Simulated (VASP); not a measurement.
A run of VASP 6.6.1 is set up as follows.

Contents of INCAR:

```
SYSTEM = C
ALGO     = Normal         ! electronic algorithm
EDIFF    = 1E-6           ! SCF threshold, eV
ENCUT    = 1300           ! plane-wave cutoff, eV
GGA_COMPAT= .False.      
ISIF     = 2              ! what is computed and relaxed
ISMEAR   = 0              ! smearing method
LASPH    = .True.         ! aspherical terms in the spheres
LCHARG   = .False.        ! write CHGCAR
LREAL    = .False.        ! projectors in reciprocal space
LWAVE    = .False.        ! write WAVECAR
NBANDS   = 26             ! bands
NELM     = 120            ! most SCF steps
PREC     = Accurate       ! precision mode
SIGMA    = 0.05           ! smearing width, eV
```

Contents of KPOINTS:

```
k-points
0
Gamma
  12 12 4
  0 0 0
```

Contents of POSCAR:

```
C
1.0
    2.4606208111      0.0000000000      0.0000000000
   -1.2303104055      2.1309601315      0.0000000000
    0.0000000000      0.0000000000      8.4056584863
C
8
Direct
    0.0000000000      0.0000000000      0.1002408971
    0.0000000000      0.0000000000      0.6002408971
    0.0000000000      0.0000000000      0.3997591029
    0.0000000000      0.0000000000      0.8997591029
    0.3333333333      0.6666666667      0.1498652280
    0.6666666667      0.3333333333      0.6498652280
    0.3333333333      0.6666666667      0.3501347720
    0.6666666667      0.3333333333      0.8501347720
```

Potentials or basis: VASP PAW LDA potentials, release 64 (C_h).

Run with:

```bash
$ cat potpaw_LDA.64/C_h/POTCAR > POTCAR
$ mpirun -np 1 vasp_std > vasp.out
```

Question: What does it give for the largest force?

Answer: 3.270 eV/Å.

Question: What does it give for the pressure?

Answer: 9.4 GPa.

Question: Estimate the band gap on the k mesh.

Answer: 1.30 eV.

Forces on the atoms (eV/Å):
```
C    0.000  0.000 -3.270
C    0.000  0.000 -3.270
C    0.000  0.000  3.270
C    0.000  0.000  3.270
C    0.000  0.000  2.687
C    0.000  0.000  2.687
C    0.000  0.000 -2.687
C    0.000  0.000 -2.687
```

Caveat: the cell differs from its parent crystal (atoms displaced along a vibrational mode, the cell strained); the stress differs along the axes, from -14 to 21 GPa; forces of over 1 eV/Å act on the atoms, so gaps and moduli don't describe the material at rest. A k mesh can miss the band edges.
